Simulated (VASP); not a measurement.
# Be16C (a cell with a defect) in VASP: single point with LDA

Aim: the single point of Be16C (a cell with a defect) with LDA.

Program: VASP 6.6.1. These are calculated values, not measurements. Logs are shortened: lines on timing, memory, paths and dates and some standing lists are left out, and cuts for length are marked.

## 1. The cell of the first run

The cell holds a defect, 17 atoms: a = 4.580 Å, b = 3.966 Å, c = 7.177 Å, α = 90.00°, β = 90.00°, γ = 90.00°.

## 2. Single point, LDA

File INCAR:

```
  PREC = Accurate
  ENCUT = 520
  EDIFF = 1E-6
  ISMEAR = 0
  SIGMA = 0.1
  LREAL = Auto
  LASPH = True
  NELM = 80
  ALGO = Normal
  ISIF = 2
  LWAVE = False
  LCHARG = True
  LELF = True
  LVHAR = True
  NBANDS = 32
```

File KPOINTS:

```
Automatic mesh
0
Gamma
  5 6 4
```

File POSCAR:

```
Be16C
1.0
   -2.2900000000     -3.9663960000      0.0000000000
    3.4350000000     -1.9831980000      0.0000000000
    0.0000000000      0.0000000000      7.1768600000
Be C
16 1
Direct
    0.7098331992      0.4869717689     -0.0062637421
    0.5150031687      0.3219025491      0.2538182436
    0.7470802940      0.4964707055      0.4945558364
    0.4866582652      0.2915561651      0.7411689792
    0.4991285227      0.0200658856      0.0012623905
    0.2616925978      0.8387586751      0.2555004556
    0.5019550058     -0.0088853091      0.4946005635
    0.2598846854      0.8172660639      0.7551827680
    0.2784249054      0.4932707521      0.0126329620
    0.0105399639      0.3355823923      0.2609521434
    0.2554975940      0.4957832577      0.4989643103
   -0.0086704149      0.3671364629      0.7425456258
   -0.0006142745      0.0426021285      0.0118546272
    0.7490167030      0.8305031295      0.2482730609
    0.0018415895      0.0032006521      0.4977545891
    0.7375592087      0.8281669834      0.7496208648
   -0.0031533158      0.6766849801     -0.0981445925
```

Potentials or basis: VASP PAW LDA potentials, release 64 (Be, C).

Run with:

```
> cat potpaw_LDA.64/Be/POTCAR potpaw_LDA.64/C/POTCAR > POTCAR
> mpirun -np 1 vasp_std > vasp.out
```

OUTCAR:

```text
PREC = Accurate
   ENCUT = 520
   EDIFF = 1E-6
   ISMEAR = 0
   LREAL = Auto
   LASPH = True
   NELM = 80
   ISIF = 2

 ion  position               nearest neighbor table
   1  0.710  0.487  0.994-  17 1.65   9 1.98   5 2.09   2 2.17  13 2.21  16 2.22   4 2.22  12 2.27
                            14 2.29   5 2.32
   2  0.515  0.322  0.254-   3 2.14   9 2.15   1 2.17   7 2.17   5 2.17  14 2.22  11 2.23   6 2.24
                            10 2.27  14 2.28  10 2.31   6 2.36
   3  0.747  0.496  0.495-   2 2.14  10 2.16  12 2.16  14 2.21  11 2.25  16 2.25   7 2.26  15 2.28
                             4 2.28   7 2.30  15 2.32  11 2.33
   4  0.487  0.292  0.741-   7 2.13   8 2.15   5 2.16  16 2.17  11 2.19   1 2.22   3 2.28  12 2.29
                             9 2.31  12 2.33   8 2.33
   5  0.499  0.020  0.001-   1 2.09   9 2.13   4 2.16   2 2.17   8 2.23  14 2.24   6 2.24  16 2.24
                            13 2.29  13 2.29   9 2.32   1 2.32
   6  0.262  0.839  0.256-   7 2.13  15 2.21  11 2.21   9 2.22  14 2.23   2 2.24   5 2.24  13 2.27
                            10 2.28  10 2.30  14 2.35   2 2.36
   7  0.502  0.991  0.495-   6 2.13   4 2.13   2 2.17  14 2.19  16 2.22   3 2.26  11 2.27   8 2.28
                            15 2.29  15 2.29   3 2.30  11 2.30
   8  0.260  0.817  0.755-  17 1.69   4 2.15  12 2.17  16 2.19   5 2.23  11 2.24   9 2.25   7 2.28
                            15 2.31   4 2.33  13 2.37
   9  0.278  0.493  0.013-  17 1.68   1 1.98   5 2.13   2 2.15  13 2.20   6 2.22  10 2.25   8 2.25
                             4 2.31   5 2.32
  10  0.011  0.336  0.261-  13 2.13  11 2.14  15 2.15   3 2.16   9 2.25   2 2.27   6 2.28  14 2.30
                             6 2.30   2 2.31  14 2.34
  11  0.255  0.496  0.499-  10 2.14  12 2.19   4 2.19   6 2.21   2 2.23   8 2.24   3 2.25   7 2.27
                            15 2.27   7 2.30  15 2.32   3 2.33
  12  0.991  0.367  0.743-  17 1.68   3 2.16  16 2.17   8 2.17  11 2.19   1 2.27  15 2.27   4 2.29
                            13 2.32   4 2.33
  13  0.999  0.043  0.012-  17 1.65  10 2.13   9 2.20   1 2.21  14 2.21   6 2.27   5 2.29   5 2.29
                            12 2.32   8 2.37
  14  0.749  0.831  0.248-   7 2.19   3 2.21  13 2.21   2 2.22   6 2.23  15 2.24   5 2.24   2 2.28
                             1 2.29  10 2.30  10 2.34   6 2.35
  15  0.002  0.003  0.498-  10 2.15   6 2.21  14 2.24  11 2.27  12 2.27   3 2.28  16 2.28   7 2.29
                             7 2.29   8 2.31  11 2.32   3 2.32
  16  0.738  0.828  0.750-  17 1.72  12 2.17   4 2.17   8 2.19   1 2.22   7 2.22   5 2.24   3 2.25
                            15 2.28
  17  0.997  0.677  0.902-   1 1.65  13 1.65  12 1.68   9 1.68   8 1.69  16 1.72

  LATTYP: Found a simple orthorhombic cell.
 ALAT       =     3.9663962620
 B/A-ratio  =     1.1547004875
 C/A-ratio  =     1.8094157835

  Lattice vectors:

 A1 = (  -3.4350000000,   1.9831980000,   0.0000000000)
 A2 = (  -2.2900000000,  -3.9663960000,   0.0000000000)
 A3 = (   0.0000000000,   0.0000000000,   7.1768600000)

Analysis of symmetry for initial positions (statically):
=====================================================================
 Subroutine PRICEL returns:
 Original cell was already a primitive cell.

 Routine SETGRP: Setting up the symmetry group for a
 simple orthorhombic supercell.

 Subroutine GETGRP returns: Found  1 space group operations
 (whereof  1 operations were pure point group operations)
 out of a pool of  8 trial point group operations.

The static configuration has the point symmetry C_1 .

Analysis of symmetry for dynamics (positions and initial velocities):
=====================================================================
 Subroutine PRICEL returns:
 Original cell was already a primitive cell.

 Routine SETGRP: Setting up the symmetry group for a
 simple orthorhombic supercell.

 Subroutine GETGRP returns: Found  1 space group operations
 (whereof  1 operations were pure point group operations)
 out of a pool of  8 trial point group operations.

The dynamic configuration has the point symmetry C_1 .

 Subroutine INISYM returns: Found  1 space group operations
 (whereof  1 operations are pure point group operations),
 and found     1 'primitive' translations

----------------------------------------------------------------------------------------

                                     Primitive cell

  volume of cell :     130.3755

  direct lattice vectors                    reciprocal lattice vectors
    -2.290000000 -3.966396000  0.000000000    -0.109170306 -0.189088533  0.000000000
     3.435000000 -1.983198000  0.000000000     0.218340611 -0.126059022  0.000000000
     0.000000000  0.000000000  7.176860000     0.000000000  0.000000000  0.139336702

  length of vectors
     4.579999697  3.966396262  7.176860000     0.218340626  0.252118027  0.139336702

[... 53 lines left out ...]

  Length of vectors
     0.043668125  0.042019671  0.034834175

  Shift w.r.t. Gamma in fractional coordinates (k-lattice)
     0.000000000  0.000000000  0.000000000

 Subroutine IBZKPT returns following result:
 ===========================================

 Found     62 irreducible k-points:

 Following reciprocal coordinates:
            Coordinates               Weight
  0.000000  0.000000  0.000000      1.000000
  0.200000  0.000000  0.000000      2.000000
  0.400000  0.000000  0.000000      2.000000
  0.000000  0.166667  0.000000      2.000000
  0.200000  0.166667  0.000000      2.000000
 -0.200000  0.166667  0.000000      2.000000
[... 16 lines left out ...]
  0.000000  0.166667 -0.250000      2.000000
  0.200000  0.166667  0.250000      2.000000
 [... further k-points ...]
   k-points           NKPTS =     62   k-points in BZ     NKDIM =     62   number of bands    NBANDS=     32
   number of dos      NEDOS =    301   number of ions     NIONS =     17
   total plane-waves  NPLWV =  58320
   dimension x,y,z NGX =    36 NGY =   30 NGZ =   54
   dimension x,y,z NGXF=    72 NGYF=   60 NGZF=  108
   ions per type =              16   1
   NGX,Y,Z   is equivalent  to a cutoff of  13.07, 12.57, 12.51 a.u.
   NGXF,Y,Z  is equivalent  to a cutoff of  26.13, 25.15, 25.02 a.u.
 SYSTEM =  unknown system
   PREC   = accura    normal or accurate (medium, high low for compatibility)
   ISTART =      0    job   : 0-new  1-cont  2-samecut
   ICHARG =      2    charge: 1-file 2-atom 10-const
   ISPIN  =      1    spin polarized calculation?
   LNONCOLLINEAR =      F non collinear calculations
   LSORBIT =      F    spin-orbit coupling
   LASPH  =      T    aspherical Exc in radial PAW
   ENCUT  =  520.0 eV  38.22 Ry    6.18 a.u.   8.52  7.37 13.34*2*pi/ulx,y,z
   NELM   =     80;   NELMIN=  2; NELMDL= -5     # of ELM steps
   EDIFF  = 0.1E-05   stopping-criterion for ELM
   LREAL  =      T    real-space projection
   EDIFFG = 0.1E-04   stopping-criterion for IOM
   NSW    =      0    number of steps for IOM
   IBRION =     -1    ionic relax: 0-MD 1-quasi-New 2-CG
   NFREE  =      0    steps in history (QN), initial steepest desc. (CG)
   ISIF   =      2    stress and relaxation
   ISYM   =      2    0-nonsym 1-usesym 2-fastsym
   POTIM  = 0.5000    time-step for ionic-motion
   TEBEG  =    0.0;   TEEND  =   0.0 temperature during run
   PSTRESS=    0.0 pullay stress
   NELECT =      36.0000    total number of electrons
   NUPDOWN=      -1.0000    fix difference up-down
   EMIN   =  10.00;   EMAX   =-10.00  energy-range for DOS
   EFERMI =   0.00;   METHOD = LEGACY
   ISMEAR =     0;   SIGMA  =   0.10  broadening in eV -4-tet -1-fermi 0-gaus
   EFERMI_NEDOS =   21; number of points for ismear=-14 and -15
   IALGO  =     38    algorithm
   IMIX   =      4    mixing-type and parameters
     AMIX     =   0.40;   BMIX     =  1.00
     AMIX_MAG =   1.60;   BMIX_MAG =  1.00
  volume/ion in A,a.u.               =       7.67        51.75
  Fermi-wavevector in a.u.,A,eV,Ry     =   1.066049  2.014540 15.462471  1.136460
  Thomas-Fermi vector in A             =   2.201620
   LORBIT       =      0    0 simple, 1 ext, 2 COOP (PROOUT), +10 PAW based schemes
   GGA     = CA    functional components
   LHFCALC =     F    Hartree Fock is set to
   AEXX    =    0.0000 exact exchange contribution
   IVDW    =     0    specifies the selected vdW correction
   LEPSILON=     F    determine dielectric tensor
   LRPA    =     F    only Hartree local field effects (RPA)
 non-spin polarized calculation
 Gauss-broadening in eV      SIGMA  =   0.10
  energy-cutoff  :      520.00
  volume of cell :      130.38
 maximum number of plane-waves:      3532
 NGX is ok and might be reduce to    36
   NGX = 17   NGY = 15   NGZ = 27

 number of electron      36.0000000 magnetization

 Free energy of the ion-electron system (eV)
  ---------------------------------------------------
  ext. energy  EPLUGINS =         0.00000000
  ---------------------------------------------------
  free energy    TOTEN  =       -73.87250510 eV

  energy without entropy =      -73.86058505  energy(sigma->0) =      -73.86654507

 E-fermi :   7.1455     XC(G=0): -10.7651

 val. band max:        7.1179196807   @ k =   0.0000   0.1667   0.2500
 cond. band min:       7.1678282008   @ k =   0.0000   0.3333   0.0000
 fundamental gap:      0.0499085202
 Fermi energy:         7.1455046645

 k-point     1 :       0.0000    0.0000    0.0000
  band No.  band energies     occupation
      1      -6.8265      2.00000
      2      -3.3124      2.00000
      3      -2.3296      2.00000
      4      -0.5775      2.00000
      5      -0.1506      2.00000
      6       0.9646      2.00000
[... 781 lines left out ...]
     29      12.1976      0.00000
     30      12.5483      0.00000

 [... further k-points ...]

 [bands above 30 left out]

------------------------ aborting loop because EDIFF is reached ----------------------------------------

  FORCE on cell =-STRESS in cart. coord.  units (eV):
  Direction    XX          YY          ZZ          XY          YZ          ZX
  --------------------------------------------------------------------------------------
  -------------------------------------------------------------------------------------
  Total        0.6752505      2.3818957      4.9677605      0.4702463     -1.3398468      2.1753006
  in kB        8.2981156     29.2709829     61.0485300      5.7788309    -16.4653019     26.7321469
  external PRESSURE =      32.8725428 kB  Pullay stress =       0.0000000 kB

 VOLUME and BASIS-vectors are now :
 -----------------------------------------------------------------------------
  energy-cutoff  :      520.00
  volume of cell :      130.38
      direct lattice vectors                 reciprocal lattice vectors
    -2.290000000 -3.966396000  0.000000000    -0.109170306 -0.189088533  0.000000000
     3.435000000 -1.983198000  0.000000000     0.218340611 -0.126059022  0.000000000
     0.000000000  0.000000000  7.176860000     0.000000000  0.000000000  0.139336702

 POSITION                                       TOTAL-FORCE (eV/Angst)
 -----------------------------------------------------------------------------------
      0.04723     -3.78124      7.13191         0.029146     -0.257782      0.350655
     -0.07362     -2.68110      1.82162         0.244176      0.072664      0.095213
     -0.00544     -3.94782      3.54936        -0.025523      0.030502      0.053103
     -0.11295     -2.50849      5.31927        -0.095455     -0.120062      0.039184
     -1.07408     -2.01954      0.00906         0.103198     -0.038811      0.127049
      2.28186     -2.70140      1.83369         0.019012      0.056679      0.131395
[... 9 lines left out ...]
      1.15574     -4.56787      5.37992        -0.056586      0.068454      0.006904
      0.04163     -5.29589      6.47249         0.075885     -0.010115     -0.919664
 -----------------------------------------------------------------------------------
    total drift:                               -0.003001      0.000458     -0.001573

  FREE ENERGIE OF THE ION-ELECTRON SYSTEM (eV)
  ---------------------------------------------------
  free  energy   TOTEN  =       -73.8725050960 eV

  energy  without entropy=      -73.8605850452  energy(sigma->0) =      -73.86654507
```

Run time: 13 min. Hardware: 1 thread of Oxide Virtual Turin-like, shared host; peak memory 0.25 GiB.

Results:

```
Free energy            : -73.8725 eV
Pressure               : 3.3 GPa
Largest force          : 0.923 eV/Å
Band gap on the k mesh : zero (bands 18 and 19 overlap by 0.98 eV)
```

Forces in eV/Å, atoms in the order of the input:
```
Be   0.029 -0.258  0.351
Be   0.244  0.073  0.095
Be  -0.026  0.031  0.053
Be  -0.095 -0.120  0.039
Be   0.103 -0.039  0.127
Be   0.019  0.057  0.131
Be  -0.018 -0.024  0.032
Be  -0.133 -0.172 -0.213
Be   0.321  0.081 -0.098
Be  -0.006  0.158  0.038
Be  -0.074 -0.005 -0.043
Be  -0.125 -0.045 -0.124
Be  -0.370  0.167  0.175
Be   0.128  0.033  0.342
Be  -0.017  0.005  0.008
Be  -0.057  0.068  0.007
C    0.076 -0.010 -0.920
```

Levels at points of the mesh, in eV from the Fermi level:
| k point | band 16 | band 17 | band 18 | band 19 | band 20 | band 21 |
| --- | --- | --- | --- | --- | --- | --- |
| (0.00, 0.00, 0.00) | -1.34 | -1.12 | -0.07 | 0.60 | 0.74 | 1.48 |
| (0.00, 0.50, 0.00) | -2.52 | -1.96 | -0.85 | 0.34 | 0.46 | 0.89 |
| (0.00, 0.00, 0.50) | -1.80 | -0.75 | -0.14 | 0.06 | 0.64 | 1.86 |
| (0.00, 0.50, 0.50) | -3.21 | -1.55 | -0.41 | 0.93 | 0.99 | 2.13 |

The gap in the log of VASP goes by the Fermi energy; the results here count the filled bands.